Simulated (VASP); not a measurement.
Crystal: Ti3H.

```
CELL_PARAMETERS angstrom
3.76203 0.00000 0.00000
0.00000 3.76203 0.00000
0.00000 0.00000 3.76203
ATOMIC_POSITIONS crystal
Ti 0.00000 0.50000 0.50000
Ti 0.50000 0.50000 0.00000
Ti 0.50000 0.00000 0.50000
H 0.00000 0.00000 0.00000
```

```yaml
Program: VASP 6.6.1
Task: relaxation of cell and atoms
Functional: PBE
Potentials_or_basis: VASP PAW PBE potentials, release 64 (Ti_sv, H)
Cutoff: 600 eV
k_mesh: 4 × 4 × 4
Occupations: gaussian, width 0.1 eV
Spin: no spin polarisation
```

At the start: pressure 7.5 GPa; volume 13.31 Å³/atom.

Question: How do energy, volume and symmetry change on relaxing?

Answer: Over 3 steps the energy falls by 22.8 meV/atom and the volume is 14.34 Å³/atom (+7.7 %); space group Pm-3m (No. 221, to 0.05 Å).

The path:
```
step  energy change (eV)  largest force (eV/Å)  pressure (GPa)  volume (Å³)
   1              0.0000                0.0000            7.48        53.24
   2             -0.0880                0.0000           -1.18        58.18
   3             -0.0911                0.0000           -0.02        57.36
```

Final structure:
```cif
data_structure
_symmetry_space_group_name_H-M 'P 1'
_symmetry_Int_Tables_number 1
_cell_length_a 3.8566
_cell_length_b 3.8566
_cell_length_c 3.8566
_cell_angle_alpha 90.000
_cell_angle_beta 90.000
_cell_angle_gamma 90.000
_cell_volume 57.36
loop_
_atom_site_label
_atom_site_type_symbol
_atom_site_fract_x
_atom_site_fract_y
_atom_site_fract_z
_atom_site_occupancy
Ti1 Ti 0.00000 0.50000 0.50000 1
Ti2 Ti 0.50000 0.50000 0.00000 1
Ti3 Ti 0.50000 0.00000 0.50000 1
H1 H 0.00000 0.00000 0.00000 1
```

Caveat: the k points lie up to 0.41 Å⁻¹ apart in the final cell.
